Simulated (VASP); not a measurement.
# SnSe2 (P-3m1) in VASP: single point with PBE

Aim: the single point of SnSe2 with PBE.

All numbers are computed with VASP 6.6.1; they aren't measurements. Logs are shortened: lines on timing, memory, paths and dates and some standing lists are left out, and cuts for length are marked.

### 1 The cell of the first run

Symmetry: P-3m1, No. 164, trigonal system. Conventional cell: a = 3.811 Å, b = 3.811 Å, c = 6.136 Å, α = 90.00°, β = 90.00°, γ = 120.00°. Sn (site symmetry -3m) has 6 Se at 2.68 Å within 3.5 Å. Se (site symmetry 3m) has 3 Sn at 2.68 Å within 3.5 Å.

### 2 Single point, PBE

Contents of INCAR:

```
ALGO = Normal
EDIFF = 1E-6
ENCUT = 500
GGA = PE
GGA_COMPAT = F
ISIF = 2
ISMEAR = 0
LASPH = T
LCHARG = F
LREAL = F
LWAVE = F
NBANDS = 20
NELM = 120
PREC = Accurate
SIGMA = 0.01
```

Contents of KPOINTS:

```
k-points
0
Gamma
  2 2 1
```

Contents of POSCAR:

```
SnSe2
1.0
    3.8110000000      0.0000000000      0.0000000000
   -1.9055000000      3.3004228138      0.0000000000
    0.0000000000      0.0000000000      6.1360000000
Sn Se
1 2
Direct
    0.0000000000      0.0000000000      0.0000000000
    0.3333330000      0.6666670000      0.2490000000
    0.6666670000      0.3333330000      0.7510000000
```

Potentials or basis: VASP PAW PBE potentials, release 64 (Sn_d, Se).

The run is started by

```bash
> cat potpaw_PBE.64/Sn_d/POTCAR potpaw_PBE.64/Se/POTCAR > POTCAR
> mpirun -np 1 vasp_std > vasp.out
```

OUTCAR:

```text
EDIFF = 1E-6
   ENCUT = 500
   GGA = PE
   ISIF = 2
   ISMEAR = 0
   LASPH = T
   LREAL = F
   NELM = 120
   PREC = Accurate

 ion  position               nearest neighbor table
   1  0.000  0.000  0.000-   2 2.68   3 2.68   2 2.68   3 2.68   3 2.68   2 2.68
   2  0.333  0.667  0.249-   1 2.68   1 2.68   1 2.68
   3  0.667  0.333  0.751-   1 2.68   1 2.68   1 2.68

  LATTYP: Found a hexagonal cell.
 ALAT       =     3.8110000000
 C/A-ratio  =     1.6100760955

  Lattice vectors:

 A1 = (   3.8110000000,   0.0000000000,   0.0000000000)
 A2 = (  -1.9055000000,   3.3004228138,   0.0000000000)
 A3 = (   0.0000000000,   0.0000000000,   6.1360000000)

Analysis of symmetry for initial positions (statically):
=====================================================================
 Subroutine PRICEL returns:
 Original cell was already a primitive cell.

 Routine SETGRP: Setting up the symmetry group for a
 hexagonal supercell.

 Subroutine GETGRP returns: Found 12 space group operations
 (whereof 12 operations were pure point group operations)
 out of a pool of 24 trial point group operations.

The static configuration has the point symmetry D_3d.

Analysis of symmetry for dynamics (positions and initial velocities):
=====================================================================
 Subroutine PRICEL returns:
 Original cell was already a primitive cell.

 Routine SETGRP: Setting up the symmetry group for a
 hexagonal supercell.

 Subroutine GETGRP returns: Found 12 space group operations
 (whereof 12 operations were pure point group operations)
 out of a pool of 24 trial point group operations.

The dynamic configuration has the point symmetry D_3d.

 Subroutine INISYM returns: Found 12 space group operations
 (whereof 12 operations are pure point group operations),
 and found     1 'primitive' translations

----------------------------------------------------------------------------------------

                                     Primitive cell

  volume of cell :      77.1781

  direct lattice vectors                    reciprocal lattice vectors
     3.811000000  0.000000000  0.000000000     0.262398321  0.151495741  0.000000000
    -1.905500000  3.300422814  0.000000000     0.000000000  0.302991482  0.000000000
     0.000000000  0.000000000  6.136000000     0.000000000  0.000000000  0.162972621

  length of vectors
     3.811000000  3.811000000  6.136000000     0.302991482  0.302991482  0.162972621

  position of ions in fractional coordinates (direct lattice)
     0.000000000  0.000000000  0.000000000
     0.333333000  0.666667000  0.249000000
     0.666667000  0.333333000  0.751000000

  ion indices of the primitive-cell ions
   primitive index   ion index
                 1           1
                 2           2
                 3           3

----------------------------------------------------------------------------------------

 KPOINTS: k-points

Automatic generation of k-mesh.
 Grid dimensions read from file:
 generate k-points for:    2    2    1

 Generating k-lattice:

  Cartesian coordinates                     Fractional coordinates (reciprocal lattice)
     0.131199160  0.075747871  0.000000000     0.500000000  0.000000000  0.000000000
     0.000000000  0.151495741  0.000000000     0.000000000  0.500000000  0.000000000
     0.000000000  0.000000000  0.162972621     0.000000000  0.000000000  1.000000000

  Length of vectors
     0.151495741  0.151495741  0.162972621

  Shift w.r.t. Gamma in fractional coordinates (k-lattice)
     0.000000000  0.000000000  0.000000000

 Subroutine IBZKPT returns following result:
 ===========================================

 Found      2 irreducible k-points:

 Following reciprocal coordinates:
            Coordinates               Weight
  0.000000  0.000000  0.000000      1.000000
  0.500000 -0.000000  0.000000      3.000000
   k-points           NKPTS =      2   k-points in BZ     NKDIM =      2   number of bands    NBANDS=     20
   number of dos      NEDOS =    301   number of ions     NIONS =      3
   total plane-waves  NPLWV =  37632
   dimension x,y,z NGX =    28 NGY =   28 NGZ =   48
   dimension x,y,z NGXF=    56 NGYF=   56 NGZF=   96
   ions per type =               1   2
   NGX,Y,Z   is equivalent  to a cutoff of  12.21, 12.21, 13.00 a.u.
   NGXF,Y,Z  is equivalent  to a cutoff of  24.43, 24.43, 26.01 a.u.
 SYSTEM =  unknown system
   PREC   = accura    normal or accurate (medium, high low for compatibility)
   ISTART =      0    job   : 0-new  1-cont  2-samecut
   ICHARG =      2    charge: 1-file 2-atom 10-const
   ISPIN  =      1    spin polarized calculation?
   LNONCOLLINEAR =      F non collinear calculations
   LSORBIT =      F    spin-orbit coupling
   LASPH  =      T    aspherical Exc in radial PAW
   ENCUT  =  500.0 eV  36.75 Ry    6.06 a.u.   6.95  6.95 11.19*2*pi/ulx,y,z
   NELM   =    120;   NELMIN=  2; NELMDL= -5     # of ELM steps
   EDIFF  = 0.1E-05   stopping-criterion for ELM
   LREAL  =      F    real-space projection
   EDIFFG = 0.1E-04   stopping-criterion for IOM
   NSW    =      0    number of steps for IOM
   IBRION =     -1    ionic relax: 0-MD 1-quasi-New 2-CG
   NFREE  =      0    steps in history (QN), initial steepest desc. (CG)
   ISIF   =      2    stress and relaxation
   ISYM   =      2    0-nonsym 1-usesym 2-fastsym
   POTIM  = 0.5000    time-step for ionic-motion
   TEBEG  =    0.0;   TEEND  =   0.0 temperature during run
   PSTRESS=    0.0 pullay stress
   NELECT =      26.0000    total number of electrons
   NUPDOWN=      -1.0000    fix difference up-down
   EMIN   =  10.00;   EMAX   =-10.00  energy-range for DOS
   EFERMI =   0.00;   METHOD = LEGACY
   ISMEAR =     0;   SIGMA  =   0.01  broadening in eV -4-tet -1-fermi 0-gaus
   EFERMI_NEDOS =   21; number of points for ismear=-14 and -15
   IALGO  =     38    algorithm
   IMIX   =      4    mixing-type and parameters
     AMIX     =   0.40;   BMIX     =  1.00
     AMIX_MAG =   1.60;   BMIX_MAG =  1.00
  volume/ion in A,a.u.               =      25.73       173.61
  Fermi-wavevector in a.u.,A,eV,Ry     =   1.139116  2.152617 17.654722  1.297585
  Thomas-Fermi vector in A             =   2.275820
   LORBIT       =      0    0 simple, 1 ext, 2 COOP (PROOUT), +10 PAW based schemes
   GGA     = PE    functional components
   LHFCALC =     F    Hartree Fock is set to
   AEXX    =    0.0000 exact exchange contribution
   IVDW    =     0    specifies the selected vdW correction
   LEPSILON=     F    determine dielectric tensor
   LRPA    =     F    only Hartree local field effects (RPA)
 non-spin polarized calculation
 Gauss-broadening in eV      SIGMA  =   0.01
  energy-cutoff  :      500.00
  volume of cell :       77.18
 maximum number of plane-waves:      1958
 NGX is ok and might be reduce to    28
   NGX = 13   NGY = 13   NGZ = 23

 number of electron      26.0000006 magnetization

 Free energy of the ion-electron system (eV)
  ---------------------------------------------------
  ext. energy  EPLUGINS =         0.00000000
  ---------------------------------------------------
  free energy    TOTEN  =       -10.09719634 eV

  energy without entropy =      -10.09719634  energy(sigma->0) =      -10.09719634

 E-fermi :   4.3753     XC(G=0):  -9.3879

 val. band max:        4.2441959532   @ k =   0.0000   0.0000   0.0000
 cond. band min:       5.2664335051   @ k =   0.0000   0.0000   0.0000
 fundamental gap:      1.0222375519
 Fermi energy:         4.3752704941

 k-point     1 :       0.0000    0.0000    0.0000
  band No.  band energies     occupation
      1     -17.2117      2.00000
      2     -17.1986      2.00000
      3     -17.1986      2.00000
      4     -17.1538      2.00000
      5     -17.1538      2.00000
      6      -9.7575      2.00000
[... 12 lines left out ...]
     19      13.1490      0.00000
     20      13.1490      0.00000

 k-point     2 :       0.5000   -0.0000    0.0000
  band No.  band energies     occupation
      1     -17.2659      2.00000
      2     -17.1995      2.00000
      3     -17.1915      2.00000
      4     -17.1512      2.00000
      5     -17.1077      2.00000
      6      -8.0468      2.00000
[... 12 lines left out ...]
     19      14.2719      0.00000
     20      14.8785      0.00000

------------------------ aborting loop because EDIFF is reached ----------------------------------------

  FORCE on cell =-STRESS in cart. coord.  units (eV):
  Direction    XX          YY          ZZ          XY          YZ          ZX
  --------------------------------------------------------------------------------------
  -------------------------------------------------------------------------------------
  Total        5.7847791      5.7847791      1.9567994     -0.0000000      0.0000000     -0.0000000
  in kB      120.0890708    120.0890708     40.6221602     -0.0000000      0.0000000     -0.0000000
  external PRESSURE =      93.6001006 kB  Pullay stress =       0.0000000 kB

 VOLUME and BASIS-vectors are now :
 -----------------------------------------------------------------------------
  energy-cutoff  :      500.00
  volume of cell :       77.18
      direct lattice vectors                 reciprocal lattice vectors
     3.811000000  0.000000000  0.000000000     0.262398321  0.151495741  0.000000000
    -1.905500000  3.300422814  0.000000000     0.000000000  0.302991482  0.000000000
     0.000000000  0.000000000  6.136000000     0.000000000  0.000000000  0.162972621

 POSITION                                       TOTAL-FORCE (eV/Angst)
 -----------------------------------------------------------------------------------
      0.00000      0.00000      0.00000         0.000000      0.000000      0.000000
     -0.00000      2.20028      1.52786        -0.000000      0.000000      1.497831
      1.90550      1.10014      4.60814         0.000000      0.000000     -1.497831
 -----------------------------------------------------------------------------------
    total drift:                                0.000000      0.000000      0.000000

  FREE ENERGIE OF THE ION-ELECTRON SYSTEM (eV)
  ---------------------------------------------------
  free  energy   TOTEN  =       -10.0971963418 eV

  energy  without entropy=      -10.0971963418  energy(sigma->0) =      -10.09719634
```

Run time: 17 s. Hardware: 1 thread of Intel Xeon 8259CL, shared host; peak memory 0.18 GiB.

Results:

```yaml
Free_energy: -10.0972 eV
Pressure: 9.4 GPa
Largest_force: 1.498 eV/Å
Band_gap_on_the_k_mesh: 1.02 eV, direct
```

Forces in eV/Å, atoms in the order of the input:
```
Sn   0.000  0.000  0.000
Se   0.000  0.000  1.498
Se   0.000  0.000 -1.498
```

Caveat: the k points lie up to 1.02 Å⁻¹ apart; spin-orbit coupling is left out, which moves the levels of the heavy elements; this functional lacks dispersion, which binds the layers, so the pressure and a relaxed spacing across them are unreliable; forces of over 1 eV/Å act on the atoms, so gaps and moduli don't describe the material at rest.
